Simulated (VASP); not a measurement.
# Ge (P6_3/mmc) in VASP: notebook

Ge is run at these levels: r2SCAN; tasks: single point, relaxation of cell and atoms.

Everything below comes from runs of VASP 6.6.1. Logs are shortened: lines on timing, memory, paths and dates and some standing lists are left out, and cuts for length are marked.

## Step 1: The cell of the first run

The structure is hexagonal, space group P6_3/mmc (No. 194). Conventional cell: a = 3.035 Å, b = 3.035 Å, c = 4.701 Å, α = 90.00°, β = 90.00°, γ = 120.00°. Within 3.9 Å of Ge (site symmetry -6m2) lie 12 Ge at 2.93 to 3.04 Å.

This isn't the form of Ge at room conditions, which is diamond.

## Step 2: Single point, r2SCAN

Contents of POSCAR:

```
Ge
1.0
    3.0351006347      0.0000000000      0.0000000000
   -1.5175503173      2.6284742527      0.0000000000
    0.0000000000      0.0000000000      4.7007543954
Ge
2
Direct
    0.3333333333      0.6666666667      0.2500000000
    0.6666666667      0.3333333333      0.7500000000
```

Contents of INCAR.step1:

```
SYSTEM = Ge
PREC = Accurate
ENCUT = 520
ISMEAR = -1
SIGMA = 0.1
LREAL = .False.
LASPH = .True.
NELM = 80
NBANDS = 21
GGA = PE
ALGO = Normal
EDIFF = 1E-4
LWAVE = .True.
LCHARG = .False.
```

Contents of INCAR.step2:

```
SYSTEM = Ge
PREC = Accurate
ENCUT = 520
EDIFF = 1E-7
ISMEAR = -1
SIGMA = 0.1
LREAL = .False.
LASPH = .True.
NELM = 80
ALGO = Normal
ISIF = 2
LWAVE = .False.
LCHARG = .False.
METAGGA = R2SCAN
LMIXTAU = .True.
NBANDS = 21
ISTART = 1
```

Contents of KPOINTS:

```
Automatic mesh
0
Gamma
  20 20 11
  0 0 0
```

Potentials or basis: VASP PAW PBE potentials, release 64 (Ge_d).

Launch:

```bash
cat potpaw_PBE.64/Ge_d/POTCAR > POTCAR
cp INCAR.step1 INCAR
mpirun -np 1 vasp_std > vasp.out
cp INCAR.step2 INCAR
mpirun -np 1 vasp_std > vasp.out
```

OUTCAR:

```text
SYSTEM = Ge
   PREC = Accurate
   ENCUT = 520
   EDIFF = 1E-7
   ISMEAR = -1
   LREAL = .False.
   LASPH = .True.
   NELM = 80
   ISIF = 2
   METAGGA = R2SCAN
   ISTART = 1

 ion  position               nearest neighbor table
   1  0.333  0.667  0.250-
   2  0.667  0.333  0.750-

  LATTYP: Found a hexagonal cell.
 ALAT       =     3.0351006347
 C/A-ratio  =     1.5487968806

  Lattice vectors:

 A1 = (   3.0351006347,   0.0000000000,   0.0000000000)
 A2 = (  -1.5175503173,   2.6284742527,   0.0000000000)
 A3 = (   0.0000000000,   0.0000000000,   4.7007543954)

Analysis of symmetry for initial positions (statically):
=====================================================================
 Subroutine PRICEL returns:
 Original cell was already a primitive cell.

 Routine SETGRP: Setting up the symmetry group for a
 hexagonal supercell.

 Subroutine GETGRP returns: Found 24 space group operations
 (whereof 12 operations were pure point group operations)
 out of a pool of 24 trial point group operations.

The static configuration has the point symmetry D_3d.
 The point group associated with its full space group is D_6h.

Analysis of symmetry for dynamics (positions and initial velocities):
=====================================================================
 Subroutine PRICEL returns:
 Original cell was already a primitive cell.

 Routine SETGRP: Setting up the symmetry group for a
 hexagonal supercell.

 Subroutine GETGRP returns: Found 24 space group operations
 (whereof 12 operations were pure point group operations)
 out of a pool of 24 trial point group operations.

The dynamic configuration has the point symmetry D_3d.
 The point group associated with its full space group is D_6h.

 Subroutine INISYM returns: Found 24 space group operations
 (whereof 12 operations are pure point group operations),
 and found     1 'primitive' translations

----------------------------------------------------------------------------------------

                                     Primitive cell

  volume of cell :      37.5011

  direct lattice vectors                    reciprocal lattice vectors
     3.035100635  0.000000000  0.000000000     0.329478367  0.190224424  0.000000000
    -1.517550317  2.628474253  0.000000000     0.000000000  0.380448847  0.000000000
     0.000000000  0.000000000  4.700754395     0.000000000  0.000000000  0.212731812

  length of vectors
     3.035100635  3.035100635  4.700754395     0.380448847  0.380448847  0.212731812

  position of ions in fractional coordinates (direct lattice)
     0.333333333  0.666666667  0.250000000
     0.666666667  0.333333333  0.750000000

  ion indices of the primitive-cell ions
   primitive index   ion index
                 1           1
                 2           2

----------------------------------------------------------------------------------------

 KPOINTS: Automatic mesh

Automatic generation of k-mesh.
 Grid dimensions read from file:
 generate k-points for:   20   20   11

 Generating k-lattice:

  Cartesian coordinates                     Fractional coordinates (reciprocal lattice)
     0.016473918  0.009511221  0.000000000     0.050000000 -0.000000000  0.000000000
     0.000000000  0.019022442  0.000000000     0.000000000  0.050000000  0.000000000
     0.000000000  0.000000000  0.019339256     0.000000000  0.000000000  0.090909091

  Length of vectors
     0.019022442  0.019022442  0.019339256

  Shift w.r.t. Gamma in fractional coordinates (k-lattice)
     0.000000000  0.000000000  0.000000000

 Subroutine IBZKPT returns following result:
 ===========================================

 Found    264 irreducible k-points:

 Following reciprocal coordinates:
            Coordinates               Weight
  0.000000  0.000000  0.000000      1.000000
  0.050000 -0.000000  0.000000      6.000000
  0.100000  0.000000  0.000000      6.000000
  0.150000  0.000000  0.000000      6.000000
  0.200000  0.000000  0.000000      6.000000
  0.250000  0.000000  0.000000      6.000000
[... 16 lines left out ...]
  0.200000  0.100000  0.000000     12.000000
  0.250000  0.100000  0.000000     12.000000
 [... further k-points ...]
   k-points           NKPTS =    264   k-points in BZ     NKDIM =    264   number of bands    NBANDS=     21
   number of dos      NEDOS =    301   number of ions     NIONS =      2
   total plane-waves  NPLWV =  20736
   dimension x,y,z NGX =    24 NGY =   24 NGZ =   36
   dimension x,y,z NGXF=    48 NGYF=   48 NGZF=   72
   ions per type =               2
   NGX,Y,Z   is equivalent  to a cutoff of  13.15, 13.15, 12.73 a.u.
   NGXF,Y,Z  is equivalent  to a cutoff of  26.29, 26.29, 25.46 a.u.
 SYSTEM =  Ge
   PREC   = accura    normal or accurate (medium, high low for compatibility)
   ISTART =      1    job   : 0-new  1-cont  2-samecut
   ICHARG =      0    charge: 1-file 2-atom 10-const
   ISPIN  =      1    spin polarized calculation?
   LNONCOLLINEAR =      F non collinear calculations
   LSORBIT =      F    spin-orbit coupling
   LASPH  =      T    aspherical Exc in radial PAW
   ENCUT  =  520.0 eV  38.22 Ry    6.18 a.u.   5.64  5.64  8.74*2*pi/ulx,y,z
   NELM   =     80;   NELMIN=  2; NELMDL=  0     # of ELM steps
   EDIFF  = 0.1E-06   stopping-criterion for ELM
   LREAL  =      F    real-space projection
   EDIFFG = 0.1E-05   stopping-criterion for IOM
   NSW    =      0    number of steps for IOM
   IBRION =     -1    ionic relax: 0-MD 1-quasi-New 2-CG
   NFREE  =      0    steps in history (QN), initial steepest desc. (CG)
   ISIF   =      2    stress and relaxation
   ISYM   =      2    0-nonsym 1-usesym 2-fastsym
   POTIM  = 0.5000    time-step for ionic-motion
   TEBEG  =    0.0;   TEEND  =   0.0 temperature during run
   PSTRESS=    0.0 pullay stress
   NELECT =      28.0000    total number of electrons
   NUPDOWN=      -1.0000    fix difference up-down
   EMIN   =  10.00;   EMAX   =-10.00  energy-range for DOS
   EFERMI =   0.00;   METHOD = LEGACY
   ISMEAR =    -1;   SIGMA  =   0.10  broadening in eV -4-tet -1-fermi 0-gaus
   EFERMI_NEDOS =   21; number of points for ismear=-14 and -15
   IALGO  =     38    algorithm
   IMIX   =      4    mixing-type and parameters
     AMIX     =   0.40;   BMIX     =  1.00
     AMIX_MAG =   1.60;   BMIX_MAG =  1.00
  volume/ion in A,a.u.               =      18.75       126.54
  Fermi-wavevector in a.u.,A,eV,Ry     =   1.485181  2.806585 30.011222  2.205763
  Thomas-Fermi vector in A             =   2.598625
   LORBIT       =      0    0 simple, 1 ext, 2 COOP (PROOUT), +10 PAW based schemes
   METAGGA = R2SCAN    functional components
   LHFCALC =     F    Hartree Fock is set to
   AEXX    =    0.0000 exact exchange contribution
   IVDW    =     0    specifies the selected vdW correction
   LEPSILON=     F    determine dielectric tensor
   LRPA    =     F    only Hartree local field effects (RPA)
 non-spin polarized calculation
  energy-cutoff  :      520.00
  volume of cell :       37.50
 maximum number of plane-waves:      1034
 NGX is ok and might be reduce to    24
   NGX = 11   NGY = 11   NGZ = 17

 number of electron      28.0000024 magnetization

 Free energy of the ion-electron system (eV)
  ---------------------------------------------------
  ext. energy  EPLUGINS =         0.00000000
  ---------------------------------------------------
  free energy    TOTEN  =       -26.59402551 eV

  energy without entropy =      -26.56473118  energy(sigma->0) =      -26.57937834

 E-fermi :   6.7707     XC(G=0): -12.5057

 val. band max:        6.7639027753   @ k =   0.4000   0.0000   0.1818
 cond. band min:       6.8078522693   @ k =   0.2000   0.0500   0.3636
 fundamental gap:      0.0439494939
 Fermi energy:         6.7707159697

 k-point     1 :       0.0000    0.0000    0.0000
  band No.  band energies     occupation
      1     -18.7515      2.00000
      2     -18.7423      2.00000
      3     -18.7423      2.00000
      4     -18.7328      2.00000
      5     -18.7328      2.00000
      6     -18.7328      2.00000
[... 13 lines left out ...]
     20      20.1089      0.00000
     21      21.3058      0.00000

 k-point     2 :       0.0500   -0.0000    0.0000
  band No.  band energies     occupation
      1     -18.7519      2.00000
      2     -18.7446      2.00000
      3     -18.7403      2.00000
      4     -18.7316      2.00000
      5     -18.7308      2.00000
      6     -18.7295      2.00000
[... 13 lines left out ...]
     20      19.8629      0.00000
     21      21.2466      0.00000

 k-point     3 :       0.1000    0.0000    0.0000
  band No.  band energies     occupation
      1     -18.7558      2.00000
      2     -18.7456      2.00000
      3     -18.7345      2.00000
      4     -18.7286      2.00000
      5     -18.7286      2.00000
      6     -18.7285      2.00000
[... 13 lines left out ...]
     20      20.0102      0.00000
     21      21.3341      0.00000

 k-point     4 :       0.1500    0.0000    0.0000
  band No.  band energies     occupation
      1     -18.7631      2.00000
      2     -18.7438      2.00000
      3     -18.7326      2.00000
      4     -18.7325      2.00000
      5     -18.7254      2.00000
      6     -18.7248      2.00000
[... 13 lines left out ...]
     20      21.0482      0.00000
     21      21.1813      0.00000

 k-point     5 :       0.2000    0.0000    0.0000
  band No.  band energies     occupation
      1     -18.7714      2.00000
      2     -18.7419      2.00000
      3     -18.7381      2.00000
      4     -18.7372      2.00000
      5     -18.7200      2.00000
      6     -18.7141      2.00000
[... 13 lines left out ...]
     20      20.4412      0.00000
     21      21.3953      0.00000
[... 382 lines left out ...]
     20      18.8624      0.00000
     21      20.1573      0.00000

 k-point    22 :       0.1500    0.1000    0.0000
  band No.  band energies     occupation
      1     -18.7640      2.00000
      2     -18.7525      2.00000
      3     -18.7430      2.00000
      4     -18.7362      2.00000
      5     -18.7192      2.00000
      6     -18.7078      2.00000
[... 13 lines left out ...]
     20      18.9941      0.00000
     21      19.5120      0.00000

 k-point    23 :       0.2000    0.1000    0.0000
  band No.  band energies     occupation
      1     -18.7720      2.00000
      2     -18.7506      2.00000
      3     -18.7478      2.00000
      4     -18.7394      2.00000
      5     -18.7154      2.00000
      6     -18.6974      2.00000
[... 13 lines left out ...]
     20      18.0739      0.00000
     21      20.6321      0.00000

 k-point    24 :       0.2500    0.1000    0.0000
  band No.  band energies     occupation
      1     -18.7795      2.00000
      2     -18.7584      2.00000
      3     -18.7434      2.00000
      4     -18.7424      2.00000
      5     -18.7109      2.00000
      6     -18.6864      2.00000
[... 13 lines left out ...]
     20      17.3828      0.00000
     21      21.5738      0.00000

 [... further k-points ...]

------------------------ aborting loop because EDIFF is reached ----------------------------------------

  FORCE on cell =-STRESS in cart. coord.  units (eV):
  Direction    XX          YY          ZZ          XY          YZ          ZX
  --------------------------------------------------------------------------------------
  -------------------------------------------------------------------------------------
  Total       -0.2119489     -0.2119489      0.4062693     -0.0000000     -0.0000000      0.0000000
  in kB       -9.0551856     -9.0551856     17.3572197     -0.0000000     -0.0000000      0.0000000
  external PRESSURE =      -0.2510505 kB  Pullay stress =       0.0000000 kB

 VOLUME and BASIS-vectors are now :
 -----------------------------------------------------------------------------
  energy-cutoff  :      520.00
  volume of cell :       37.50
      direct lattice vectors                 reciprocal lattice vectors
     3.035100635  0.000000000  0.000000000     0.329478367  0.190224424  0.000000000
    -1.517550317  2.628474253  0.000000000     0.000000000  0.380448847  0.000000000
     0.000000000  0.000000000  4.700754395     0.000000000  0.000000000  0.212731812

 POSITION                                       TOTAL-FORCE (eV/Angst)
 -----------------------------------------------------------------------------------
     -0.00000      1.75232      1.17519        -0.000000      0.000000      0.000000
      1.51755      0.87616      3.52557         0.000000     -0.000000     -0.000000
 -----------------------------------------------------------------------------------
    total drift:                               -0.000000      0.000000      0.000000

  FREE ENERGIE OF THE ION-ELECTRON SYSTEM (eV)
  ---------------------------------------------------
  free  energy   TOTEN  =       -26.5940255071 eV

  energy  without entropy=      -26.5647311754  energy(sigma->0) =      -26.57937834
```

Run time: 12 min. Hardware: 1 thread of Oxide Virtual Turin-like, shared host; peak memory 0.25 GiB.

Results:

| Item | Value |
| --- | --- |
| Free energy | -26.5940 eV |
| Pressure | 0.0 GPa |
| Band gap on the k mesh | zero (bands 14 and 15 overlap by 9.91 eV) |

Stress tensor (GPa, compression positive):
```
-0.91  0.00  0.00
 0.00 -0.91  0.00
 0.00  0.00  1.74
```

Levels at points of the mesh, in eV from the Fermi level:
| k point | band 12 | band 13 | band 14 | band 15 | band 16 | band 17 |
| --- | --- | --- | --- | --- | --- | --- |
| (0.00, 0.00, 0.00) | -7.58 | -5.72 | 6.39 | 6.39 | 8.66 | 8.66 |
| (0.50, 0.00, 0.00) | -7.52 | -2.30 | -1.24 | -1.10 | 1.49 | 2.19 |

Caveat: the PAW data sets were made with another functional, which shifts forces and pressure a little.

## Step 3: Relaxation of cell and atoms, r2SCAN

This run uses another cell than the first one, of 19.24 Å³/atom.

Contents of POSCAR:

```
Ge
1.0
    3.0076538696      0.0000000000      0.0000000000
   -1.5038269348      2.6047046568      0.0000000000
    0.0000000000      0.0000000000      4.9114987690
Ge
2
Direct
    0.3333333333      0.6666666667      0.2500000000
    0.6666666667      0.3333333333      0.7500000000
```

Contents of INCAR.step1:

```
SYSTEM = Ge
PREC     = Accurate       ! precision mode
ENCUT    = 600            ! plane-wave cutoff, eV
ISMEAR   = -1             ! smearing method
SIGMA    = 0.1            ! smearing width, eV
LREAL    = .False.        ! projectors in reciprocal space
LASPH    = .True.         ! aspherical terms in the spheres
NELM     = 60             ! most SCF steps
GGA      = PE             ! functional
ALGO     = Normal         ! electronic algorithm
EDIFF    = 1E-4           ! SCF threshold, eV
LWAVE    = .True.         ! write WAVECAR
LCHARG   = .False.        ! write CHGCAR
```

Contents of INCAR.step2:

```
SYSTEM = Ge
PREC     = Accurate       ! precision mode
ENCUT    = 600            ! plane-wave cutoff, eV
EDIFF    = 1E-7           ! SCF threshold, eV
ISMEAR   = -1             ! smearing method
SIGMA    = 0.1            ! smearing width, eV
LREAL    = .False.        ! projectors in reciprocal space
LASPH    = .True.         ! aspherical terms in the spheres
NELM     = 60             ! most SCF steps
ALGO     = Normal         ! electronic algorithm
ISIF     = 3              ! what is computed and relaxed
LWAVE    = .False.        ! write WAVECAR
LCHARG   = .False.        ! write CHGCAR
METAGGA  = R2SCAN         ! meta-GGA
LMIXTAU  = .True.       
IBRION   = 2              ! ionic algorithm
NSW      = 80             ! ionic steps
EDIFFG   = -0.01          ! ionic threshold
ISTART   = 1
```

Contents of KPOINTS:

```
regular mesh
0
Gamma
  12 12 7
  0 0 0
```

Potentials or basis: VASP PAW PBE potentials, release 64 (Ge_d).

Launch:

```bash
cat potpaw_PBE.64/Ge_d/POTCAR > POTCAR
cp INCAR.step1 INCAR
mpirun -np 1 vasp_std > vasp.out
cp INCAR.step2 INCAR
mpirun -np 1 vasp_std > vasp.out
```

Run time: 22 min. Hardware: 1 thread of Oxide Virtual Turin-like, shared host; peak memory 0.17 GiB.

Results (log left out):

| Quantity | Value |
| --- | --- |
| Free energy | -26.6158 eV |
| Relaxed volume | 18.72 Å³/atom |
| Relaxed cell | a = 3.034 Å, b = 3.034 Å, c = 4.698 Å, α = 90.00°, β = 90.00°, γ = 120.00° |
| Space group after relaxing (to 0.1 Å) | P6_3/mmc (No. 194) |
| Energy gained by relaxing | 11.4 meV/atom |
| Ionic steps | 8 |
| Pressure after relaxing | 0.0 GPa |
| Band gap on the k mesh | zero (bands 14 and 15 overlap by 9.65 eV) |

The path:
```
step  energy change (eV)  largest force (eV/Å)  pressure (GPa)  volume (Å³)
   1              0.0000                0.0000           -1.95        38.48
   2             -0.0145                0.0000            0.21        37.18
   3             -0.0150                0.0000            0.66        36.95
   4             -0.0203                0.0000            0.63        37.04
   5             -0.0221                0.0000            0.61        37.14
   6             -0.0223                0.0000            0.62        37.12
   7             -0.0228                0.0000           -0.26        37.59
   8             -0.0229                0.0000            0.03        37.44
```

Final structure:
```
Ge
1.0
     3.03357    0.00000    0.00000
    -1.51678    2.62715    0.00000
     0.00000    0.00000    4.69781
Ge
2
Direct
  0.33333 0.66667 0.25000
  0.66667 0.33333 0.75000
```

Levels at points of the mesh, in eV from the Fermi level:
```csv
k point,band 12,band 13,band 14,band 15,band 16,band 17
"(0.00, 0.00, 0.00)",-7.60,-5.76,6.38,6.38,8.64,8.64
"(0.50, 0.00, 0.00)",-7.55,-2.32,-1.26,-1.13,1.46,2.17
```

Caveat: the PAW data sets were made with another functional, which shifts forces and pressure a little.

The gap in the log of VASP goes by the Fermi energy; the results here count the filled bands.